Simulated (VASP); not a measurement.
NbCd3, 4 atoms in the cell. Symmetry: Pm-3m, No. 221, cubic system. The conventional cell has a = 4.215 Å, b = 4.215 Å, c = 4.215 Å, α = 90.00°, β = 90.00°, γ = 90.00°. Within 3.9 Å of Nb (site symmetry m-3m) lie 12 Cd at 2.98 Å. Within 3.9 Å of Cd (site symmetry 4/mmm) lie 4 Nb at 2.98 Å and 8 Cd at 2.98 Å. 

```yaml
Program: VASP 6.6.1
Task: single point
Functional: r2SCAN
Potentials_or_basis: VASP PAW PBE potentials, release 64 (Nb_sv, Cd)
Cutoff: 520 eV
k_mesh: 2 × 2 × 2
Occupations: gaussian, width 0.1 eV
Spin: no spin polarisation
Dipole_correction: no
Further_INCAR_settings: ALGO = Normal; EDIFF = 1e-06; NBANDS = 32
```

Potentials or basis: VASP PAW PBE potentials, release 64 (Nb_sv, Cd).

Command:

```bash
$ cat potpaw_PBE.64/Nb_sv/POTCAR potpaw_PBE.64/Cd/POTCAR > POTCAR
$ cp INCAR.step1 INCAR
$ mpirun -np 1 vasp_std > vasp.out
$ cp INCAR.step2 INCAR
$ mpirun -np 1 vasp_std > vasp.out
```

Hardware: 1 thread of AMD EPYC 7R43 64-Core Processor (Zen 3), on a shared host.

Q: How long does it take, and how much memory?

A: Wall time 62 s on 1 thread of AMD EPYC 7R43 64-Core Processor (Zen 3) (shared host), peak memory 0.15 GiB. Counts: k points 4.
